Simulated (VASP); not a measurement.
Input of a VASP 6.6.1 run:

INCAR

```
SYSTEM = CdSnBi2Te4
ALGO = Normal
EDIFF = 1E-6
ENCUT = 520
ISIF = 2
ISMEAR = -1
LASPH = .TRUE.
LCHARG = .FALSE.
LREAL = .FALSE.
LWAVE = .FALSE.
NBANDS = 50
NELM = 100
PREC = Accurate
SIGMA = 0.1
```

Contents of KPOINTS:

```
Automatic mesh
0
Gamma
  4 4 4
  0.5 0.5 0.5
```

Contents of POSCAR:

```
CdSnBi2Te4
1.0
   -3.8169707131      3.8169707131      3.8056418889
    3.8169707131     -3.8169707131      3.8056418889
    3.8169707131      3.8169707131     -3.8056418889
Bi Cd Sn Te
2 1 1 4
Direct
    0.5000000000      0.0000000000      0.5000000000
    0.0000000000      0.5000000000      0.5000000000
    0.5000000000      0.5000000000      0.0000000000
    0.0000000000      0.0000000000      0.0000000000
    0.4992553458      0.4992553458      0.4328796093
    0.5007446542      0.9336242636      0.0000000000
    0.0663757364      0.0663757364      0.5671203907
    0.9336242636      0.5007446542      0.0000000000
```

Potentials or basis: VASP PAW LDA potentials, release 64 (Bi_d, Cd, Sn_d, Te).

Command:

```bash
$ cat potpaw_LDA.64/Bi_d/POTCAR potpaw_LDA.64/Cd/POTCAR potpaw_LDA.64/Sn_d/POTCAR potpaw_LDA.64/Te/POTCAR > POTCAR
$ mpirun -np 1 vasp_std > vasp.out
```

Task: What does it give for the band gap on the k mesh?

Result: Zero (bands 40 and 41 overlap by 1.59 eV).

Task: Predict the pressure.

Result: 0.2 GPa.

Forces in eV/Å, atoms in the order of the input:
```
Bi   0.000  0.000  0.000
Bi   0.000  0.000  0.000
Cd   0.000  0.000  0.000
Sn   0.000  0.000  0.000
Te   0.017  0.017 -0.017
Te   0.017 -0.017  0.017
Te  -0.017 -0.017 -0.017
Te  -0.017  0.017  0.017
```

Caveat: spin-orbit coupling is left out, which moves the levels of the heavy elements.
